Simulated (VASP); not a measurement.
# CdS (Cm) in VASP: a series of runs

Runs on CdS. Level: PBE. Tasks: single point.

All numbers are computed with VASP 6.6.1; they aren't measurements. Logs are shortened: lines on timing, memory, paths and dates and some standing lists are left out, and cuts for length are marked.

### Step 1. The cell of the first run

The structure is monoclinic, space group Cm (No. 8). Conventional cell: a = 7.128 Å, b = 4.115 Å, c = 4.115 Å, α = 90.00°, β = 125.26°, γ = 90.00°. Within 3.1 Å of Cd (site symmetry m) lie 4 S at 2.31 to 2.74 Å. S (site symmetry m) has 4 Cd at 2.31 to 2.74 Å within 3.1 Å.

### Step 2. Single point, PBE

File INCAR:

```
PREC = Accurate
ENCUT = 520
EDIFF = 1E-6
ISMEAR = 0
SIGMA = 0.05
LREAL = F
LASPH = T
NELM = 100
ALGO = Normal
ISIF = 2
LWAVE = F
LCHARG = F
GGA = PE
NBANDS = 16
```

File KPOINTS:

```
Automatic mesh
0
Gamma
  8 8 8
```

File POSCAR:

```
CdS
1.0
    0.0000000000      2.9100000000      2.9100000000
    2.9100000000      0.0000000000      2.9100000000
    2.9100000000      2.9100000000      0.0000000000
Cd S
1 1
Direct
    0.0000000000      0.0000000000      0.0000000000
    0.6862145945      0.7500000000      0.7500000000
```

Potentials or basis: VASP PAW PBE potentials, release 64 (Cd, S).

On the command line:

```sh
$ cat potpaw_PBE.64/Cd/POTCAR potpaw_PBE.64/S/POTCAR > POTCAR
$ mpirun -np 1 vasp_std > vasp.out
```

OUTCAR:

```text
PREC = Accurate
   ENCUT = 520
   EDIFF = 1E-6
   ISMEAR = 0
   LREAL = F
   LASPH = T
   NELM = 100
   ISIF = 2
   GGA = PE

 ion  position               nearest neighbor table
   1  0.000  0.000  0.000-   2 2.31   2 2.53   2 2.53   2 2.74
   2  0.686  0.750  0.750-   1 2.31   1 2.53   1 2.53   1 2.74

  LATTYP: Found a face centered cubic cell.
 ALAT       =     5.8200000000

  Lattice vectors:

 A1 = (   0.0000000000,   2.9100000000,   2.9100000000)
 A2 = (   2.9100000000,   0.0000000000,   2.9100000000)
 A3 = (   2.9100000000,   2.9100000000,   0.0000000000)

Analysis of symmetry for initial positions (statically):
=====================================================================
 Subroutine PRICEL returns:
 Original cell was already a primitive cell.

 Routine SETGRP: Setting up the symmetry group for a
 face centered cubic supercell.

 Subroutine GETGRP returns: Found  2 space group operations
 (whereof  2 operations were pure point group operations)
 out of a pool of 48 trial point group operations.

The static configuration has the point symmetry C_1h.

Analysis of symmetry for dynamics (positions and initial velocities):
=====================================================================
 Subroutine PRICEL returns:
 Original cell was already a primitive cell.

 Routine SETGRP: Setting up the symmetry group for a
 face centered cubic supercell.

 Subroutine GETGRP returns: Found  2 space group operations
 (whereof  2 operations were pure point group operations)
 out of a pool of 48 trial point group operations.

The dynamic configuration has the point symmetry C_1h.

 Subroutine INISYM returns: Found  2 space group operations
 (whereof  2 operations are pure point group operations),
 and found     1 'primitive' translations

----------------------------------------------------------------------------------------

                                     Primitive cell

  volume of cell :      49.2843

  direct lattice vectors                    reciprocal lattice vectors
     0.000000000  2.910000000  2.910000000    -0.171821306  0.171821306  0.171821306
     2.910000000  0.000000000  2.910000000     0.171821306 -0.171821306  0.171821306
     2.910000000  2.910000000  0.000000000     0.171821306  0.171821306 -0.171821306

  length of vectors
     4.115361467  4.115361467  4.115361467     0.297603232  0.297603232  0.297603232

  position of ions in fractional coordinates (direct lattice)
     0.000000000  0.000000000  0.000000000
     0.686214595  0.750000000  0.750000000

  ion indices of the primitive-cell ions
   primitive index   ion index
                 1           1
                 2           2

----------------------------------------------------------------------------------------

 KPOINTS: Automatic mesh

Automatic generation of k-mesh.
 Grid dimensions read from file:
 generate k-points for:    8    8    8

 Generating k-lattice:

  Cartesian coordinates                     Fractional coordinates (reciprocal lattice)
    -0.021477663  0.021477663  0.021477663     0.125000000  0.000000000  0.000000000
     0.021477663 -0.021477663  0.021477663     0.000000000  0.125000000  0.000000000
     0.021477663  0.021477663 -0.021477663     0.000000000  0.000000000  0.125000000

  Length of vectors
     0.037200404  0.037200404  0.037200404

  Shift w.r.t. Gamma in fractional coordinates (k-lattice)
     0.000000000  0.000000000  0.000000000

 Subroutine IBZKPT returns following result:
 ===========================================

 Found    150 irreducible k-points:

 Following reciprocal coordinates:
            Coordinates               Weight
  0.000000  0.000000  0.000000      1.000000
  0.125000  0.000000  0.000000      2.000000
  0.000000  0.125000  0.000000      4.000000
  0.125000  0.125000  0.125000      2.000000
  0.250000  0.000000  0.000000      2.000000
  0.000000  0.250000  0.000000      4.000000
[... 16 lines left out ...]
  0.375000  0.125000  0.000000      4.000000
  0.000000  0.375000  0.125000      4.000000
 [... further k-points ...]
   k-points           NKPTS =    150   k-points in BZ     NKDIM =    150   number of bands    NBANDS=     16
   number of dos      NEDOS =    301   number of ions     NIONS =      2
   total plane-waves  NPLWV =  32768
   dimension x,y,z NGX =    32 NGY =   32 NGZ =   32
   dimension x,y,z NGXF=    64 NGYF=   64 NGZF=   64
   ions per type =               1   1
   NGX,Y,Z   is equivalent  to a cutoff of  12.93, 12.93, 12.93 a.u.
   NGXF,Y,Z  is equivalent  to a cutoff of  25.85, 25.85, 25.85 a.u.
 SYSTEM =  unknown system
   PREC   = accura    normal or accurate (medium, high low for compatibility)
   ISTART =      0    job   : 0-new  1-cont  2-samecut
   ICHARG =      2    charge: 1-file 2-atom 10-const
   ISPIN  =      1    spin polarized calculation?
   LNONCOLLINEAR =      F non collinear calculations
   LSORBIT =      F    spin-orbit coupling
   LASPH  =      T    aspherical Exc in radial PAW
   ENCUT  =  520.0 eV  38.22 Ry    6.18 a.u.   7.65  7.65  7.65*2*pi/ulx,y,z
   NELM   =    100;   NELMIN=  2; NELMDL= -5     # of ELM steps
   EDIFF  = 0.1E-05   stopping-criterion for ELM
   LREAL  =      F    real-space projection
   EDIFFG = 0.1E-04   stopping-criterion for IOM
   NSW    =      0    number of steps for IOM
   IBRION =     -1    ionic relax: 0-MD 1-quasi-New 2-CG
   NFREE  =      0    steps in history (QN), initial steepest desc. (CG)
   ISIF   =      2    stress and relaxation
   ISYM   =      2    0-nonsym 1-usesym 2-fastsym
   POTIM  = 0.5000    time-step for ionic-motion
   TEBEG  =    0.0;   TEEND  =   0.0 temperature during run
   PSTRESS=    0.0 pullay stress
   NELECT =      18.0000    total number of electrons
   NUPDOWN=      -1.0000    fix difference up-down
   EMIN   =  10.00;   EMAX   =-10.00  energy-range for DOS
   EFERMI =   0.00;   METHOD = LEGACY
   ISMEAR =     0;   SIGMA  =   0.05  broadening in eV -4-tet -1-fermi 0-gaus
   EFERMI_NEDOS =   21; number of points for ismear=-14 and -15
   IALGO  =     38    algorithm
   IMIX   =      4    mixing-type and parameters
     AMIX     =   0.40;   BMIX     =  1.00
     AMIX_MAG =   1.60;   BMIX_MAG =  1.00
  volume/ion in A,a.u.               =      24.64       166.29
  Fermi-wavevector in a.u.,A,eV,Ry     =   1.170207  2.211371 18.631605  1.369384
  Thomas-Fermi vector in A             =   2.306669
   LORBIT       =      0    0 simple, 1 ext, 2 COOP (PROOUT), +10 PAW based schemes
   GGA     = PE    functional components
   LHFCALC =     F    Hartree Fock is set to
   AEXX    =    0.0000 exact exchange contribution
   IVDW    =     0    specifies the selected vdW correction
   LEPSILON=     F    determine dielectric tensor
   LRPA    =     F    only Hartree local field effects (RPA)
 non-spin polarized calculation
 Gauss-broadening in eV      SIGMA  =   0.05
  energy-cutoff  :      520.00
  volume of cell :       49.28
 maximum number of plane-waves:      1363
   NGX = 15   NGY = 15   NGZ = 15

 number of electron      18.0000004 magnetization

 Free energy of the ion-electron system (eV)
  ---------------------------------------------------
  ext. energy  EPLUGINS =         0.00000000
  ---------------------------------------------------
  free energy    TOTEN  =        -5.91863426 eV

  energy without entropy =       -5.91863426  energy(sigma->0) =       -5.91863426

 E-fermi :   1.6634     XC(G=0):  -9.1798

 val. band max:        1.4360548449   @ k =   0.0000   0.0000   0.0000
 cond. band min:       2.6029611903   @ k =   0.0000   0.0000   0.0000
 fundamental gap:      1.1669063454
 Fermi energy:         1.6634248601

 k-point     1 :       0.0000    0.0000    0.0000
  band No.  band energies     occupation
      1     -11.1396      2.00000
      2      -6.6318      2.00000
      3      -6.4754      2.00000
      4      -6.2742      2.00000
      5      -5.9771      2.00000
      6      -5.9614      2.00000
[... 8 lines left out ...]
     15      12.6851      0.00000
     16      12.8295      0.00000

 k-point     2 :       0.1250    0.0000    0.0000
  band No.  band energies     occupation
      1     -11.0683      2.00000
      2      -6.5874      2.00000
      3      -6.4333      2.00000
      4      -6.2405      2.00000
      5      -5.9841      2.00000
      6      -5.9687      2.00000
[... 8 lines left out ...]
     15      12.1322      0.00000
     16      13.3421      0.00000

 k-point     3 :       0.0000    0.1250    0.0000
  band No.  band energies     occupation
      1     -11.0759      2.00000
      2      -6.6095      2.00000
      3      -6.4293      2.00000
      4      -6.2512      2.00000
      5      -5.9767      2.00000
      6      -5.9600      2.00000
[... 8 lines left out ...]
     15      12.2326      0.00000
     16      13.3206      0.00000

 k-point     4 :       0.1250    0.1250    0.1250
  band No.  band energies     occupation
      1     -11.0836      2.00000
      2      -6.6144      2.00000
      3      -6.4680      2.00000
      4      -6.2226      2.00000
      5      -5.9750      2.00000
      6      -5.9561      2.00000
[... 8 lines left out ...]
     15      12.2721      0.00000
     16      13.3949      0.00000
[... 324 lines left out ...]
 k-point    22 :       0.1250    0.2500    0.2500
  band No.  band energies     occupation
      1     -10.9441      2.00000
      2      -6.5793      2.00000
      3      -6.4094      2.00000
      4      -6.1494      2.00000
      5      -5.9468      2.00000
      6      -5.9241      2.00000
[... 8 lines left out ...]
     15      12.9107      0.00000
     16      14.0266      0.00000

 k-point    23 :       0.3750    0.1250    0.0000
  band No.  band energies     occupation
      1     -10.7456      2.00000
      2      -6.3130      2.00000
      3      -6.2232      2.00000
      4      -6.0899      2.00000
      5      -5.9665      2.00000
      6      -5.8876      2.00000
[... 8 lines left out ...]
     15      13.3909      0.00000
     16      13.6130      0.00000

 k-point    24 :       0.0000    0.3750    0.1250
  band No.  band energies     occupation
      1     -10.7701      2.00000
      2      -6.4529      2.00000
      3      -6.3064      2.00000
      4      -6.0526      2.00000
      5      -5.9509      2.00000
      6      -5.8074      2.00000
[... 8 lines left out ...]
     15      13.3811      0.00000
     16      13.5657      0.00000

 [... further k-points ...]

------------------------ aborting loop because EDIFF is reached ----------------------------------------

  FORCE on cell =-STRESS in cart. coord.  units (eV):
  Direction    XX          YY          ZZ          XY          YZ          ZX
  --------------------------------------------------------------------------------------
  -------------------------------------------------------------------------------------
  Total        1.9632507      1.5413791      1.5413791     -1.5291929      0.7011841     -1.5291929
  in kB       63.8230244     50.1084631     50.1084631    -49.7123036     22.7946903    -49.7123026
  external PRESSURE =      54.6799835 kB  Pullay stress =       0.0000000 kB

 VOLUME and BASIS-vectors are now :
 -----------------------------------------------------------------------------
  energy-cutoff  :      520.00
  volume of cell :       49.28
      direct lattice vectors                 reciprocal lattice vectors
     0.000000000  2.910000000  2.910000000    -0.171821306  0.171821306  0.171821306
     2.910000000  0.000000000  2.910000000     0.171821306 -0.171821306  0.171821306
     2.910000000  2.910000000  0.000000000     0.171821306  0.171821306 -0.171821306

 POSITION                                       TOTAL-FORCE (eV/Angst)
 -----------------------------------------------------------------------------------
      0.00000      0.00000      0.00000         0.753910     -1.109407     -1.109407
      4.36500      4.17938      4.17938        -0.753910      1.109407      1.109407
 -----------------------------------------------------------------------------------
    total drift:                                0.000025     -0.000053     -0.000053

  FREE ENERGIE OF THE ION-ELECTRON SYSTEM (eV)
  ---------------------------------------------------
  free  energy   TOTEN  =        -5.9186342615 eV

  energy  without entropy=       -5.9186342615  energy(sigma->0) =       -5.91863426
```

It took 39 s on 1 thread of Intel Xeon 6975P-C (Granite Rapids), shared host; peak memory 0.25 GiB.

What came out:

```
Free energy            : -5.9186 eV
Pressure               : 5.5 GPa
Largest force          : 1.741 eV/Å
Band gap on the k mesh : 1.17 eV, direct
```

Forces on the atoms (eV/Å):
```
Cd   0.754 -1.109 -1.109
S   -0.754  1.109  1.109
```

Stress tensor (GPa, compression positive):
```
 6.38 -4.97 -4.97
-4.97  5.01  2.28
-4.97  2.28  5.01
```

Caveat: the cell differs from its parent crystal (all S atoms moved +0.263 Å, as atom 2 towards its neighbour atom 2 (S) at 4.115 Å); forces of over 1 eV/Å act on the atoms, so gaps and moduli don't describe the material at rest.

### Step 3. Single point, PBE

File INCAR:

```
ALGO = Normal ; EDIFF = 1E-6
ENCUT = 520 ; GGA = PE
ISIF = 2 ; ISMEAR = 0
LASPH = True ; LCHARG = False
LREAL = False ; LWAVE = False
NBANDS = 16 ; NELM = 60
PREC = Accurate ; SIGMA = 0.05
```

File KPOINTS:

```
k-points
0
Gamma
  8 8 8
```

Edit POSCAR of step 2 so:

```diff
@@ -9,2 +9,2 @@
     0.0000000000      0.0000000000      0.0000000000
-    0.6862145945      0.7500000000      0.7500000000
+    0.7044389961      0.7500000000      0.7500000000
```

Potentials or basis: VASP PAW PBE potentials, release 64 (Cd, S).

On the command line:

```sh
$ cat potpaw_PBE.64/Cd/POTCAR potpaw_PBE.64/S/POTCAR > POTCAR
$ mpirun -np 1 vasp_std > vasp.out
```

It took 39 s on 1 thread of Intel Xeon 6975P-C (Granite Rapids), shared host; peak memory 0.25 GiB.

Results (log left out):

```yaml
Free_energy: -6.0170 eV
Pressure: 4.6 GPa
Largest_force: 1.130 eV/Å
Band_gap_on_the_k_mesh: 1.17 eV, direct
```

Forces in eV/Å, atoms in the order of the input:
```
Cd   0.378 -0.753 -0.753
S   -0.378  0.753  0.753
```

Stress tensor (GPa, compression positive):
```
 5.01 -3.39 -3.39
-3.39  4.36  1.18
-3.39  1.18  4.36
```

Levels at points of the mesh, in eV from the valence-band top:
```tsv
k point	band 6	band 7	band 8	band 9	band 10	band 11	band 12	band 13
(0.00, 0.00, 0.00)	-7.33	-0.13	-0.03	0.00	1.17	6.48	6.55	6.67
(0.50, 0.00, 0.00)	-7.00	-4.77	-1.05	-0.76	3.22	6.86	7.41	7.60
(0.00, 0.50, 0.00)	-6.94	-4.46	-1.02	-0.55	3.01	6.53	7.44	7.48
(0.50, 0.50, 0.50)	-6.91	-4.15	-0.82	-0.54	2.79	6.56	7.12	7.33
(0.50, 0.50, 0.00)	-6.88	-4.00	-1.94	-1.89	3.42	4.37	9.20	10.64
(0.00, 0.50, 0.50)	-6.89	-4.05	-1.97	-1.83	3.46	4.29	9.21	10.75
```

Caveat: the cell differs from its parent crystal (all S atoms moved +0.188 Å, as atom 2 towards its neighbour atom 2 (S) at 4.115 Å); forces of over 1 eV/Å act on the atoms, so gaps and moduli don't describe the material at rest.
